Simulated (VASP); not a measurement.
# CuO (C2/c) in VASP: a series of runs, part 2 of 2

VASP 6.6.1. The steps go on from the part before.

### 3 Single point, r2SCAN, collinear spin

Input file POSCAR:

```
CuO
1.0
    2.3366000000     -1.7385000000      0.0000000000
    2.3366000000      1.7385000000      0.0000000000
   -0.7621600000      0.0000000000      5.0619400000
Cu O
2 2
Direct
    0.0000000000      0.5000000000      0.0000000000
    0.5000000000      0.0000000000      0.5000000000
    0.5483000000      0.4517000000      0.2500000000
    0.4517000000      0.5483000000      0.7500000000
```

Input file INCAR.step1:

```
ALGO = Normal
EDIFF = 1E-4
ENCUT = 520
GGA = PE
ISMEAR = -1
ISPIN = 2
LASPH = True
LCHARG = False
LMAXMIX = 4
LREAL = False
LUSENCCL = False
LWAVE = True
MAGMOM = 1 0 0 0
NBANDS = 29
NELM = 150
PREC = Accurate
SIGMA = 0.05
```

Input file INCAR.step2:

```
ALGO = Normal
EDIFF = 1E-6
ENCUT = 520
ISIF = 2
ISMEAR = -1
ISPIN = 2
ISTART = 1
LASPH = True
LCHARG = False
LMAXMIX = 4
LMIXTAU = True
LORBIT = 11
LREAL = False
LUSENCCL = False
LWAVE = False
MAGMOM = 1 0 0 0
METAGGA = R2SCAN
NBANDS = 29
NELM = 150
PREC = Accurate
SIGMA = 0.05
```

Input file KPOINTS:

```
k-points
0
Gamma
  7 7 4
```

Potentials or basis: VASP PAW PBE potentials, release 64 (Cu, O).

On the command line:

```
$ cat potpaw_PBE.64/Cu/POTCAR potpaw_PBE.64/O/POTCAR > POTCAR
$ cp INCAR.step1 INCAR
$ mpirun -np 1 vasp_std > vasp.out
$ cp INCAR.step2 INCAR
$ mpirun -np 1 vasp_std > vasp.out
```

OUTCAR:

```text
EDIFF = 1E-6
   ENCUT = 520
   ISIF = 2
   ISMEAR = -1
   ISPIN = 2
   ISTART = 1
   LASPH = True
   LORBIT = 11
   LREAL = False
   METAGGA = R2SCAN
   NELM = 150
   PREC = Accurate

 ion  position               nearest neighbor table
   1  0.000  0.500  0.000-   3 1.91   4 1.91   4 1.98   3 1.98
   2  0.500  0.000  0.500-   4 1.91   3 1.91   4 1.98   3 1.98
   3  0.548  0.452  0.250-   2 1.91   1 1.91   2 1.98   1 1.98
   4  0.452  0.548  0.750-   1 1.91   2 1.91   2 1.98   1 1.98

  LATTYP: Found a base centered monoclinic cell.
 ALAT       =     4.6732000000
 B/A-ratio  =     0.7440297869
 C/A-ratio  =     1.0953942540
 COS(beta)  =    -0.1488885587

  Lattice vectors:

 A1 = (   2.3366000000,  -1.7385000000,   0.0000000000)
 A2 = (   2.3366000000,   1.7385000000,   0.0000000000)
 A3 = (  -0.7621600000,   0.0000000000,   5.0619400000)

Analysis of symmetry for initial positions (statically):
=====================================================================
 Subroutine PRICEL returns:
 Original cell was already a primitive cell.

 Routine SETGRP: Setting up the symmetry group for a
 base centered monoclinic supercell.

 Subroutine GETGRP returns: Found  4 space group operations
 (whereof  2 operations were pure point group operations)
 out of a pool of  4 trial point group operations.

The static configuration has the point symmetry S_2 .
 The point group associated with its full space group is C_2h.

Analysis of symmetry for dynamics (positions and initial velocities):
=====================================================================
 Subroutine PRICEL returns:
 Original cell was already a primitive cell.

 Routine SETGRP: Setting up the symmetry group for a
 base centered monoclinic supercell.

 Subroutine GETGRP returns: Found  4 space group operations
 (whereof  2 operations were pure point group operations)
 out of a pool of  4 trial point group operations.

The dynamic configuration has the point symmetry S_2 .
 The point group associated with its full space group is C_2h.

Analysis of structural, dynamic, and magnetic symmetry:
=====================================================================
 Subroutine PRICEL returns:
 Original cell was already a primitive cell.

 Routine SETGRP: Setting up the symmetry group for a
 base centered monoclinic supercell.

 Subroutine GETGRP returns: Found  2 space group operations
 (whereof  2 operations were pure point group operations)
 out of a pool of  4 trial point group operations.

The overall configuration has the point symmetry S_2 .

 Subroutine INISYM returns: Found  2 space group operations
 (whereof  2 operations are pure point group operations),
 and found     1 'primitive' translations

----------------------------------------------------------------------------------------

                                     Primitive cell

  volume of cell :      41.1250

  direct lattice vectors                    reciprocal lattice vectors
     2.336600000 -1.738500000  0.000000000     0.213986134 -0.287604257  0.032219203
     2.336600000  1.738500000  0.000000000     0.213986134  0.287604257  0.032219203
[... 82 lines left out ...]
   ICHARG =      0    charge: 1-file 2-atom 10-const
   ISPIN  =      2    spin polarized calculation?
   LNONCOLLINEAR =      F non collinear calculations
   LSORBIT =      F    spin-orbit coupling
   LASPH  =      T    aspherical Exc in radial PAW
   ENCUT  =  520.0 eV  38.22 Ry    6.18 a.u.   5.42  5.42  9.52*2*pi/ulx,y,z
   NELM   =    150;   NELMIN=  2; NELMDL=  0     # of ELM steps
   EDIFF  = 0.1E-05   stopping-criterion for ELM
   LREAL  =      F    real-space projection
   EDIFFG = 0.1E-04   stopping-criterion for IOM
   NSW    =      0    number of steps for IOM
   IBRION =     -1    ionic relax: 0-MD 1-quasi-New 2-CG
   NFREE  =      0    steps in history (QN), initial steepest desc. (CG)
   ISIF   =      2    stress and relaxation
   ISYM   =      2    0-nonsym 1-usesym 2-fastsym
   POTIM  = 0.5000    time-step for ionic-motion
   TEBEG  =    0.0;   TEEND  =   0.0 temperature during run
   PSTRESS=    0.0 pullay stress
   NELECT =      34.0000    total number of electrons
   NUPDOWN=      -1.0000    fix difference up-down
   EMIN   =  10.00;   EMAX   =-10.00  energy-range for DOS
   EFERMI =   0.00;   METHOD = LEGACY
   ISMEAR =    -1;   SIGMA  =   0.05  broadening in eV -4-tet -1-fermi 0-gaus
   EFERMI_NEDOS =   21; number of points for ismear=-14 and -15
   IALGO  =     38    algorithm
   IMIX   =      4    mixing-type and parameters
     AMIX     =   0.40;   BMIX     =  1.00
     AMIX_MAG =   1.60;   BMIX_MAG =  1.00
  volume/ion in A,a.u.               =      10.28        69.38
  Fermi-wavevector in a.u.,A,eV,Ry     =   1.536500  2.903563 32.121056  2.360831
  Thomas-Fermi vector in A             =   2.643140
   LORBIT       =     11    0 simple, 1 ext, 2 COOP (PROOUT), +10 PAW based schemes
   METAGGA = R2SCAN    functional components
   LHFCALC =     F    Hartree Fock is set to
   AEXX    =    0.0000 exact exchange contribution
   IVDW    =     0    specifies the selected vdW correction
   LEPSILON=     F    determine dielectric tensor
   LRPA    =     F    only Hartree local field effects (RPA)
 spin polarized calculation
  energy-cutoff  :      520.00
  volume of cell :       41.13
 maximum number of plane-waves:      1139
 NGX is ok and might be reduce to    24
   NGX = 11   NGY = 11   NGZ = 19

 number of electron      34.0000014 magnetization      -0.0001069

 number of electron      34.0000014 magnetization       0.0003428

 Free energy of the ion-electron system (eV)
  ---------------------------------------------------
  ext. energy  EPLUGINS =         0.00000000
  ---------------------------------------------------
  free energy    TOTEN  =       -36.40401622 eV

  energy without entropy =      -36.38936587  energy(sigma->0) =      -36.39669104

 E-fermi :   5.4481     XC(G=0): -12.5062

 val. band max:        5.4322294683   @ k =  -0.2857   0.1429   0.5000
 cond. band min:       5.4627778815   @ k =   0.0000   0.1429  -0.2500
 fundamental gap:      0.0305484132
 Fermi energy:         5.4481223925

 spin component 1

 k-point     1 :       0.0000    0.0000    0.0000
  band No.  band energies     occupation
      1     -15.7378      1.00000
      2     -14.4021      1.00000
      3      -3.0772      1.00000
      4      -0.4757      1.00000
      5      -0.0220      1.00000
      6       1.7875      1.00000
[... 757 lines left out ...]
     28      25.1711      0.00000
     29      25.1946      0.00000

 [... further k-points ...]

 spin component 2

 k-point     1 :       0.0000    0.0000    0.0000
  band No.  band energies     occupation
      1     -15.7377      1.00000
      2     -14.4020      1.00000
      3      -3.0772      1.00000
      4      -0.4754      1.00000
      5      -0.0218      1.00000
      6       1.7876      1.00000
[... 757 lines left out ...]
     28      25.1712      0.00000
     29      25.1947      0.00000

 [... further k-points ...]
[... 5 lines left out ...]
  --------------------------------------------------------------------------------------
  -------------------------------------------------------------------------------------
  Total       -0.3249355      0.7105459      0.5535692      0.0000819      0.0000143      0.7084355
  in kB      -12.6590669     27.6819481     21.5663386      0.0031909      0.0005570     27.5997308
  external PRESSURE =      12.1964066 kB  Pullay stress =       0.0000000 kB

 VOLUME and BASIS-vectors are now :
 -----------------------------------------------------------------------------
  energy-cutoff  :      520.00
  volume of cell :       41.13
      direct lattice vectors                 reciprocal lattice vectors
     2.336600000 -1.738500000  0.000000000     0.213986134 -0.287604257  0.032219203
     2.336600000  1.738500000  0.000000000     0.213986134  0.287604257  0.032219203
    -0.762160000  0.000000000  5.061940000    -0.000000000  0.000000000  0.197552717

 POSITION                                       TOTAL-FORCE (eV/Angst)
 -----------------------------------------------------------------------------------
      1.16830      0.86925      0.00000         0.000000      0.000000      0.000000
      0.78722     -0.86925      2.53097         0.000000     -0.000000      0.000000
      2.14606     -0.16794      1.26548         0.000017     -0.191494     -0.000014
      1.76498      0.16794      3.79645        -0.000017      0.191494      0.000014
 -----------------------------------------------------------------------------------
    total drift:                                0.000000      0.000000     -0.000000

  FREE ENERGIE OF THE ION-ELECTRON SYSTEM (eV)
  ---------------------------------------------------
  free  energy   TOTEN  =       -36.4040162151 eV

  energy  without entropy=      -36.3893658732  energy(sigma->0) =      -36.39669104

 total charge

# of ion       s       p       d       tot
------------------------------------------
    1        0.392   0.412   9.148   9.952
    2        0.392   0.412   9.148   9.952
    3        1.581   3.418   0.000   4.998
    4        1.581   3.418   0.000   4.998
--------------------------------------------------
tot          3.945   7.658  18.296  29.900

 magnetization (x)

# of ion       s       p       d       tot
------------------------------------------
    1       -0.000   0.000  -0.000  -0.000
    2       -0.000  -0.000   0.000   0.000
    3        0.000   0.000   0.000   0.000
    4        0.000   0.000   0.000   0.000
--------------------------------------------------
tot          0.000   0.000   0.000   0.000
```

It took 21 min on 1 × NVIDIA H100 80GB with 1 thread of AMD EPYC 7R13 (Zen 3), shared host; peak memory 1.3 GiB.

Results:

| Quantity | Value |
| --- | --- |
| Free energy | -36.4040 eV |
| Pressure | 1.2 GPa |
| Largest force | 0.191 eV/Å |
| Band gap on the k mesh | zero (filled and empty bands overlap) |
| Net moment | 0.00 μB per cell |
| Valence electrons inside the program's atomic spheres | Cu 9.95; O 5.00 |

Forces in eV/Å, atoms in the order of the input:
```
Cu   0.000  0.000  0.000
Cu   0.000  0.000  0.000
O    0.000 -0.191  0.000
O    0.000  0.191  0.000
```

Caveat: the PAW data sets were made with another functional, which shifts forces and pressure a little; semilocal functionals often make such compounds metallic where correlation or magnetic order opens a gap, which also shifts bond lengths.

The gap in the log of VASP goes by the Fermi energy; the results here count the filled bands.